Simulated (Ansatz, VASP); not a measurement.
## Two plane-wave programs on C

```
C
1.0
     2.45617    0.00000    0.00000
    -1.22809    2.12711    0.00000
     0.00000    0.00000    8.52380
C
2
Direct
  0.21119 0.66667 0.00000
  0.66667 0.33333 0.00000
```

Alike in both runs: task single point; functional PBE; dispersion D3(BJ); k mesh 30 × 30 × 8; occupations gaussian, width 0.15 eV; no spin polarisation.

```csv
,VASP,Ansatz
version,VASP 6.6.1,Ansatz 0.2.0
potentials or method,"VASP PAW PBE potentials, release 64 (C), cutoff 520 eV","scalar-relativistic, plane waves, PAW"
valence electrons in the cell,8,8
```

Ansatz gave:

```
gap on the k mesh at the Fermi level (eV) : none
rms of the force components (eV/Å)        : 10.357
```

Estimate VASP's values.

gap on the k mesh at the Fermi level (eV): none; rms of the force components (eV/Å): 10.442.

Atom by atom the forces differ by 0.091 eV/Å (rms over components). A gap of «none» marks a metal or a gap that the smearing closes.
